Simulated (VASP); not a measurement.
Write the native input for VASP 6.6.1 that does the following.

```
Task                   : single point
Functional             : PBE
Potentials or basis    : VASP PAW PBE potentials, release 64 (Ge_d, Sb, O)
Cutoff                 : 520 eV
k mesh                 : 4 × 4 × 4
Occupations            : gaussian, width 0.1 eV
Spin                   : no spin polarisation
Dipole correction      : no
Further INCAR settings : ALGO = Normal; EDIFF = 1e-06; NBANDS = 34
```

The structure of Ge2Sb3O lies in POSCAR:

```
Ge2Sb3O
1.0
   -2.6900709182      2.6900709182      5.1898576527
    2.6900709182     -2.6900709182      5.1898576527
    2.6900709182      2.6900709182     -5.1898576527
Ge Sb O
2 3 1
Direct
    0.1703932100      0.1703932100      0.0000000000
    0.8296067900      0.8296067900      0.0000000000
    0.7500000000      0.2500000000      0.5000000000
    0.2500000000      0.7500000000      0.5000000000
    0.5000000000      0.5000000000      0.0000000000
    0.0000000000      0.0000000000      0.0000000000
```

The cell was generated, and may not be a known phase.

The input as run:

INCAR

```
PREC = Accurate
ENCUT = 520
EDIFF = 1E-6
ISMEAR = 0
SIGMA = 0.1
LREAL = F
LASPH = T
NELM = 60
ALGO = Normal
ISIF = 2
LWAVE = F
LCHARG = F
GGA = PE
NBANDS = 34
```

KPOINTS

```
regular mesh
0
Gamma
  4 4 4
```

Potentials or basis: VASP PAW PBE potentials, release 64 (Ge_d, Sb, O).

Run with:

```bash
$ cat potpaw_PBE.64/Ge_d/POTCAR potpaw_PBE.64/Sb/POTCAR potpaw_PBE.64/O/POTCAR > POTCAR
$ mpirun -np 1 vasp_std > vasp.out
```

Results of the run:

```json
{
 "Pressure": "0.0 GPa",
 "Largest force": "0.019 eV/Å",
 "Band gap on the k mesh": "zero (an odd number of electrons rules out a gap without spin polarisation)"
}
```

Caveat: spin-orbit coupling is left out, which moves the levels of the heavy elements; an odd number of electrons without spin polarisation forces a metal; a magnetic or distorted state may lie lower.

It took 2.3 min on 1 thread of Oxide Virtual Turin-like Processor (shared host), peak memory 0.31 GiB.
